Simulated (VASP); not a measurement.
Write the native input for VASP 6.6.1 that does the following.

| Quantity | Value |
| --- | --- |
| Task | single point |
| Functional | LDA |
| Potentials or basis | VASP PAW LDA potentials, release 64 (Ga_d) |
| Cutoff | 520 eV |
| k mesh | 7 × 7 × 6 |
| Occupations | fermi-dirac, width 0.05 eV |
| Spin | no spin polarisation |
| Dipole correction | no |
| Further INCAR settings | ALGO = Fast; EDIFF = 1e-07; NBANDS = 34 |

The structure of Ga lies in POSCAR:

```
Ga
1.0
    2.2764772577     -3.8558682890      0.0000000000
    2.2764772577      3.8558682890      0.0000000000
    0.0000000000      0.0000000000      4.5539611380
Ga
4
Direct
    0.3451000000      0.6549000000      0.4190000000
    0.1549000000      0.8451000000      0.9190000000
    0.6549000000      0.3451000000      0.5810000000
    0.8451000000      0.1549000000      0.0810000000
```

This cell differs from its parent crystal: volume scaled by 1.02.

The input as run:

INCAR

```
SYSTEM = Ga
PREC     = Accurate       ! precision mode
ENCUT    = 520            ! plane-wave cutoff, eV
EDIFF    = 1E-7           ! SCF threshold, eV
ISMEAR   = -1             ! smearing method
SIGMA    = 0.05           ! smearing width, eV
LREAL    = .False.        ! projectors in reciprocal space
LASPH    = .True.         ! aspherical terms in the spheres
NELM     = 80             ! most SCF steps
ALGO     = Fast           ! electronic algorithm
ISIF     = 2              ! what is computed and relaxed
LWAVE    = .False.        ! write WAVECAR
LCHARG   = .True.         ! write CHGCAR
GGA      = CA             ! functional
LELF     = .True.         ! ELF
LVHAR    = .True.       
NBANDS   = 34             ! bands
```

KPOINTS

```
regular mesh
0
Gamma
  7 7 6
  0 0 0
```

Potentials or basis: VASP PAW LDA potentials, release 64 (Ga_d).

Run with:

```bash
$ cat potpaw_LDA.64/Ga_d/POTCAR > POTCAR
$ mpirun -np 1 vasp_std > vasp.out
```

It gave:

The pressure is -4.4 GPa. The largest force is 0.136 eV/Å and the band gap on the k mesh is zero (band 26 reaches 4.99 eV, above the bottom of band 27 at 3.71 eV).

Wall time 2 min on 1 thread of Intel(R) Xeon(R) Platinum 8488C (Sapphire Rapids), on a shared host, peak memory 0.25 GiB.
